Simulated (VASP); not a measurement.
# TaN (P6_3/mmc) in VASP: a series of runs

TaN is run at these levels: PBEsol; tasks: electric field gradients.

All numbers are computed with VASP 6.6.1; they aren't measurements. Logs are shortened: lines on timing, memory, paths and dates and some standing lists are left out, and cuts for length are marked.

## (1) The cell of the first run

Symmetry: P6_3/mmc, No. 194, hexagonal system. The conventional cell has a = 3.038 Å, b = 3.038 Å, c = 4.902 Å, α = 90.00°, β = 90.00°, γ = 120.00°. Within 2.8 Å of Ta (site symmetry -3m) lie 6 N at 2.14 Å and 2 Ta at 2.45 Å. N (site symmetry -6m2) has 6 Ta at 2.14 Å within 2.8 Å.

## (2) Electric field gradients, PBEsol (volume scaled by 0.99)

File INCAR:

```
SYSTEM = TaN
ALGO = Normal
EDIFF = 1E-8
ENCUT = 520
GGA = PS
ISIF = 2
ISMEAR = -1
LASPH = .TRUE.
LCHARG = .FALSE.
LEFG = .TRUE.
LREAL = .FALSE.
LWAVE = .FALSE.
NBANDS = 24
NELM = 100
PREC = Accurate
SIGMA = 0.01
```

File KPOINTS:

```
k-points
0
G
  11 11 6
  0 0 0
```

File POSCAR:

```
TaN
1.0
    3.0378079159      0.0000000000      0.0000000000
   -1.5189039580      2.6308188269      0.0000000000
    0.0000000000      0.0000000000      4.9015517166
Ta N
2 2
Direct
    0.0000000000      0.0000000000      0.0000000000
    0.0000000000      0.0000000000      0.5000000000
    0.3333333333      0.6666666667      0.2500000000
    0.6666666667      0.3333333333      0.7500000000
```

Potentials or basis: VASP PAW PBE potentials, release 64 (Ta_pv, N).

On the command line:

```sh
$ cat potpaw_PBE.64/Ta_pv/POTCAR potpaw_PBE.64/N/POTCAR > POTCAR
$ mpirun -np 1 vasp_std > vasp.out
```

OUTCAR:

```text
SYSTEM = TaN
   EDIFF = 1E-8
   ENCUT = 520
   GGA = PS
   ISIF = 2
   ISMEAR = -1
   LASPH = .TRUE.
   LREAL = .FALSE.
   NELM = 100
   PREC = Accurate

 ion  position               nearest neighbor table
   1  0.000  0.000  0.000-   3 2.14   4 2.14   3 2.14   4 2.14   4 2.14   3 2.14   2 2.45   2 2.45

   2  0.000  0.000  0.500-   3 2.14   4 2.14   3 2.14   4 2.14   4 2.14   3 2.14   1 2.45   1 2.45

   3  0.333  0.667  0.250-   1 2.14   2 2.14   1 2.14   2 2.14   1 2.14   2 2.14
   4  0.667  0.333  0.750-   1 2.14   2 2.14   1 2.14   2 2.14   1 2.14   2 2.14

  LATTYP: Found a hexagonal cell.
 ALAT       =     3.0378079159
 C/A-ratio  =     1.6135160130

  Lattice vectors:

 A1 = (   3.0378079159,   0.0000000000,   0.0000000000)
 A2 = (  -1.5189039580,   2.6308188269,   0.0000000000)
 A3 = (   0.0000000000,   0.0000000000,   4.9015517166)

Analysis of symmetry for initial positions (statically):
=====================================================================
 Subroutine PRICEL returns:
 Original cell was already a primitive cell.

 Routine SETGRP: Setting up the symmetry group for a
 hexagonal supercell.

 Subroutine GETGRP returns: Found 24 space group operations
 (whereof 12 operations were pure point group operations)
 out of a pool of 24 trial point group operations.

The static configuration has the point symmetry D_3d.
 The point group associated with its full space group is D_6h.

Analysis of symmetry for dynamics (positions and initial velocities):
=====================================================================
 Subroutine PRICEL returns:
 Original cell was already a primitive cell.

 Routine SETGRP: Setting up the symmetry group for a
 hexagonal supercell.

 Subroutine GETGRP returns: Found 24 space group operations
 (whereof 12 operations were pure point group operations)
 out of a pool of 24 trial point group operations.

The dynamic configuration has the point symmetry D_3d.
 The point group associated with its full space group is D_6h.

 Subroutine INISYM returns: Found 24 space group operations
 (whereof 12 operations are pure point group operations),
 and found     1 'primitive' translations

----------------------------------------------------------------------------------------

                                     Primitive cell

  volume of cell :      39.1728

  direct lattice vectors                    reciprocal lattice vectors
     3.037807916  0.000000000  0.000000000     0.329184737  0.190054897  0.000000000
    -1.518903958  2.630818827  0.000000000     0.000000000  0.380109793  0.000000000
     0.000000000  0.000000000  4.901551717     0.000000000  0.000000000  0.204017025

  length of vectors
     3.037807916  3.037807916  4.901551717     0.380109793  0.380109793  0.204017025

  position of ions in fractional coordinates (direct lattice)
     0.000000000  0.000000000  0.000000000
     0.000000000  0.000000000  0.500000000
     0.333333333  0.666666667  0.250000000
     0.666666667  0.333333333  0.750000000

  ion indices of the primitive-cell ions
   primitive index   ion index
                 1           1
                 2           2
                 3           3
                 4           4

----------------------------------------------------------------------------------------

 KPOINTS: k-points

Automatic generation of k-mesh.
 Grid dimensions read from file:
 generate k-points for:   11   11    6

 Generating k-lattice:

  Cartesian coordinates                     Fractional coordinates (reciprocal lattice)
     0.029925885  0.017277718  0.000000000     0.090909091  0.000000000  0.000000000
     0.000000000  0.034555436  0.000000000     0.000000000  0.090909091  0.000000000
     0.000000000  0.000000000  0.034002838     0.000000000  0.000000000  0.166666667

  Length of vectors
     0.034555436  0.034555436  0.034002838

  Shift w.r.t. Gamma in fractional coordinates (k-lattice)
     0.000000000  0.000000000  0.000000000

 Subroutine IBZKPT returns following result:
 ===========================================

 Found     64 irreducible k-points:

 Following reciprocal coordinates:
            Coordinates               Weight
  0.000000  0.000000  0.000000      1.000000
  0.090909  0.000000  0.000000      6.000000
  0.181818  0.000000  0.000000      6.000000
  0.272727  0.000000  0.000000      6.000000
  0.363636  0.000000  0.000000      6.000000
  0.454545  0.000000  0.000000      6.000000
[... 16 lines left out ...]
  0.090909  0.090909  0.166667     12.000000
  0.181818  0.090909  0.166667     24.000000
 [... further k-points ...]
   k-points           NKPTS =     64   k-points in BZ     NKDIM =     64   number of bands    NBANDS=     24
   number of dos      NEDOS =    301   number of ions     NIONS =      4
   total plane-waves  NPLWV =  20736
   dimension x,y,z NGX =    24 NGY =   24 NGZ =   36
   dimension x,y,z NGXF=    48 NGYF=   48 NGZF=   72
   ions per type =               2   2
   NGX,Y,Z   is equivalent  to a cutoff of  13.13, 13.13, 12.21 a.u.
   NGXF,Y,Z  is equivalent  to a cutoff of  26.27, 26.27, 24.42 a.u.
 SYSTEM =  TaN
   PREC   = accura    normal or accurate (medium, high low for compatibility)
   ISTART =      0    job   : 0-new  1-cont  2-samecut
   ICHARG =      2    charge: 1-file 2-atom 10-const
   ISPIN  =      1    spin polarized calculation?
   LNONCOLLINEAR =      F non collinear calculations
   LSORBIT =      F    spin-orbit coupling
   LASPH  =      T    aspherical Exc in radial PAW
   ENCUT  =  520.0 eV  38.22 Ry    6.18 a.u.   5.65  5.65  9.11*2*pi/ulx,y,z
   NELM   =    100;   NELMIN=  2; NELMDL= -5     # of ELM steps
   EDIFF  = 0.1E-07   stopping-criterion for ELM
   LREAL  =      F    real-space projection
   EDIFFG = 0.1E-06   stopping-criterion for IOM
   NSW    =      0    number of steps for IOM
   IBRION =     -1    ionic relax: 0-MD 1-quasi-New 2-CG
   NFREE  =      0    steps in history (QN), initial steepest desc. (CG)
   ISIF   =      2    stress and relaxation
   ISYM   =      2    0-nonsym 1-usesym 2-fastsym
   POTIM  = 0.5000    time-step for ionic-motion
   TEBEG  =    0.0;   TEEND  =   0.0 temperature during run
   PSTRESS=    0.0 pullay stress
   NELECT =      32.0000    total number of electrons
   NUPDOWN=      -1.0000    fix difference up-down
   EMIN   =  10.00;   EMAX   =-10.00  energy-range for DOS
   EFERMI =   0.00;   METHOD = LEGACY
   ISMEAR =    -1;   SIGMA  =   0.01  broadening in eV -4-tet -1-fermi 0-gaus
   EFERMI_NEDOS =   21; number of points for ismear=-14 and -15
   IALGO  =     38    algorithm
   IMIX   =      4    mixing-type and parameters
     AMIX     =   0.40;   BMIX     =  1.00
     AMIX_MAG =   1.60;   BMIX_MAG =  1.00
  volume/ion in A,a.u.               =       9.79        66.09
  Fermi-wavevector in a.u.,A,eV,Ry     =   1.530370  2.891981 31.865299  2.342033
  Thomas-Fermi vector in A             =   2.637863
   LORBIT       =      0    0 simple, 1 ext, 2 COOP (PROOUT), +10 PAW based schemes
   GGA     = PS    functional components
   LHFCALC =     F    Hartree Fock is set to
   AEXX    =    0.0000 exact exchange contribution
   IVDW    =     0    specifies the selected vdW correction
   LEPSILON=     F    determine dielectric tensor
   LRPA    =     F    only Hartree local field effects (RPA)
 non-spin polarized calculation
  energy-cutoff  :      520.00
  volume of cell :       39.17
 maximum number of plane-waves:      1087
 NGX is ok and might be reduce to    24
   NGX = 11   NGY = 11   NGZ = 19

 number of electron      32.0000003 magnetization

 Free energy of the ion-electron system (eV)
  ---------------------------------------------------
  ext. energy  EPLUGINS =         0.00000000
  ---------------------------------------------------
  free energy    TOTEN  =       -44.18419095 eV

  energy without entropy =      -44.18355835  energy(sigma->0) =      -44.18387465

 E-fermi :   9.8807     XC(G=0): -13.9611

 val. band max:        9.8641830255   @ k =   0.1818   0.0000   0.0000
 cond. band min:       9.8891224157   @ k =   0.0000   0.0000   0.5000
 fundamental gap:      0.0249393902
 Fermi energy:         9.8806740350

 k-point     1 :       0.0000    0.0000    0.0000
  band No.  band energies     occupation
      1     -27.3499      2.00000
      2     -25.4121      2.00000
      3     -25.4121      2.00000
      4     -25.0206      2.00000
      5     -25.0206      2.00000
      6     -24.2073      2.00000
[... 16 lines left out ...]
     23      14.9593      0.00000
     24      16.6286      0.00000

 k-point     2 :       0.0909    0.0000    0.0000
  band No.  band energies     occupation
      1     -27.3309      2.00000
      2     -25.4946      2.00000
      3     -25.4291      2.00000
      4     -25.0832      2.00000
      5     -25.0340      2.00000
      6     -24.1999      2.00000
[... 16 lines left out ...]
     23      14.9982      0.00000
     24      16.5664      0.00000

 k-point     3 :       0.1818    0.0000    0.0000
  band No.  band energies     occupation
      1     -27.2797      2.00000
      2     -25.7093      2.00000
      3     -25.4744      2.00000
      4     -25.2481      2.00000
      5     -25.0698      2.00000
      6     -24.1801      2.00000
[... 16 lines left out ...]
     23      16.4565      0.00000
     24      16.5635      0.00000

 k-point     4 :       0.2727    0.0000    0.0000
  band No.  band energies     occupation
      1     -27.2117      2.00000
      2     -25.9773      2.00000
      3     -25.5331      2.00000
      4     -25.4576      2.00000
      5     -25.1163      2.00000
      6     -24.1539      2.00000
[... 16 lines left out ...]
     23      16.9790      0.00000
     24      16.9807      0.00000

 k-point     5 :       0.3636    0.0000    0.0000
  band No.  band energies     occupation
      1     -27.1485      2.00000
      2     -26.2116      2.00000
      3     -25.6442      2.00000
      4     -25.5863      2.00000
      5     -25.1587      2.00000
      6     -24.1298      2.00000
[... 451 lines left out ...]
 k-point    22 :       0.4545    0.0000    0.1667
  band No.  band energies     occupation
      1     -26.9381      2.00000
      2     -26.3082      2.00000
      3     -25.7949      2.00000
      4     -25.5898      2.00000
      5     -25.2141      2.00000
      6     -24.3517      2.00000
[... 16 lines left out ...]
     23      16.3830      0.00000
     24      17.0783      0.00000

 k-point    23 :       0.0909    0.0909    0.1667
  band No.  band energies     occupation
      1     -27.1189      2.00000
      2     -25.6102      2.00000
      3     -25.4394      2.00000
      4     -25.2237      2.00000
      5     -25.0906      2.00000
      6     -24.4351      2.00000
[... 16 lines left out ...]
     23      15.5552      0.00000
     24      16.1332      0.00000

 k-point    24 :       0.1818    0.0909    0.1667
  band No.  band energies     occupation
      1     -27.0607      2.00000
      2     -25.8356      2.00000
      3     -25.5033      2.00000
      4     -25.4046      2.00000
      5     -25.1426      2.00000
      6     -24.4076      2.00000
[... 16 lines left out ...]
     23      16.2389      0.00000
     24      16.6694      0.00000

 [... further k-points ...]
[... 5 lines left out ...]
  --------------------------------------------------------------------------------------
  -------------------------------------------------------------------------------------
  Total        6.6614191      6.6614191     27.2873998     -0.0000000     -0.0000000     -0.0000000
  in kB      272.4535665    272.4535665   1116.0609082     -0.0000000     -0.0000000     -0.0000000
  external PRESSURE =     553.6560137 kB  Pullay stress =       0.0000000 kB

 VOLUME and BASIS-vectors are now :
 -----------------------------------------------------------------------------
  energy-cutoff  :      520.00
  volume of cell :       39.17
      direct lattice vectors                 reciprocal lattice vectors
     3.037807916  0.000000000  0.000000000     0.329184737  0.190054897  0.000000000
    -1.518903958  2.630818827  0.000000000     0.000000000  0.380109793  0.000000000
     0.000000000  0.000000000  4.901551717     0.000000000  0.000000000  0.204017025

 POSITION                                       TOTAL-FORCE (eV/Angst)
 -----------------------------------------------------------------------------------
      0.00000      0.00000      0.00000         0.000000      0.000000      0.000000
      0.00000      0.00000      2.45078         0.000000      0.000000      0.000000
     -0.00000      1.75388      1.22539         0.000000      0.000000      0.000000
      1.51890      0.87694      3.67616        -0.000000      0.000000     -0.000000
 -----------------------------------------------------------------------------------
    total drift:                               -0.000000      0.000000      0.000000

  FREE ENERGIE OF THE ION-ELECTRON SYSTEM (eV)
  ---------------------------------------------------
  free  energy   TOTEN  =       -44.1841909513 eV

  energy  without entropy=      -44.1835583502  energy(sigma->0) =      -44.18387465

 Electric field gradients (V/A^2)
---------------------------------------------------------------------
 ion       V_xx      V_yy      V_zz      V_xy      V_xz      V_yz
---------------------------------------------------------------------
   1      83.797    83.796  -167.593    -0.000     0.000    -0.000
   2      83.797    83.796  -167.593    -0.000    -0.000     0.000
   3      -3.194    -3.193     6.387     0.001     0.000     0.000
   4      -3.194    -3.193     6.387     0.001    -0.000     0.000
---------------------------------------------------------------------

 Electric field gradients after diagonalization (V/A^2)
 (convention: |V_zz| > |V_xx| > |V_yy|)
----------------------------------------------------------------------
 ion       V_xx      V_yy      V_zz     asymmetry (V_yy - V_xx)/ V_zz
----------------------------------------------------------------------
   1      83.797    83.796  -167.593       0.000
   2      83.797    83.796  -167.593       0.000
   3      -3.194    -3.193     6.387       0.000
   4      -3.194    -3.193     6.387       0.000
----------------------------------------------------------------------

           NMR quadrupolar parameters

 Cq : quadrupolar parameter    Cq=e*Q*V_zz/h
 eta: asymmetry parameters     (V_yy - V_xx)/ V_zz
 Q  : nuclear electric quadrupole moment in mb (millibarn)
----------------------------------------------------------------------
 ion       Cq(MHz)       eta       Q (mb)
----------------------------------------------------------------------
   1      -0.405       0.000       1.000
   2      -0.405       0.000       1.000
   3       0.015       0.000       1.000
   4       0.015       0.000       1.000
----------------------------------------------------------------------
```

Run time: 22 s. Hardware: 1 thread of Intel Xeon 6975P-C (Granite Rapids), shared host; peak memory 0.18 GiB.

What came out:

```yaml
Free_energy: -44.1842 eV
Pressure: 55.4 GPa
Band_gap_on_the_k_mesh: zero (band 16 reaches 10.59 eV, above the bottom of band 17 at 7.93 eV)
```

Levels at points of the mesh, in eV from the Fermi level:
```csv
k point,band 12,band 13,band 14,band 15,band 16,band 17,band 18,band 19,band 20,band 21
"(0.00, 0.00, 0.00)",-5.40,-3.67,-3.67,-3.65,-1.95,-1.95,-0.70,-0.70,2.89,4.30
"(0.00, 0.00, 0.50)",-6.48,-6.48,-6.48,-0.04,-0.04,-0.04,-0.04,0.01,0.01,4.66
```

Electric field gradients, principal values (V/Å²):
```tsv
atom	least	middle	greatest (by size)
1 Ta	83.796	83.797	-167.593
2 Ta	83.796	83.797	-167.593
3 N	-3.193	-3.194	6.387
4 N	-3.193	-3.194	6.387
```

Caveat: without QUAD_EFG the Cq values of the log hold for a quadrupole moment of 1 mb, not for the nuclei; the PAW data sets were made with another functional, which shifts forces and pressure a little; spin-orbit coupling is left out, which moves the levels of the heavy elements.

(Continued in part 2 of 3.)
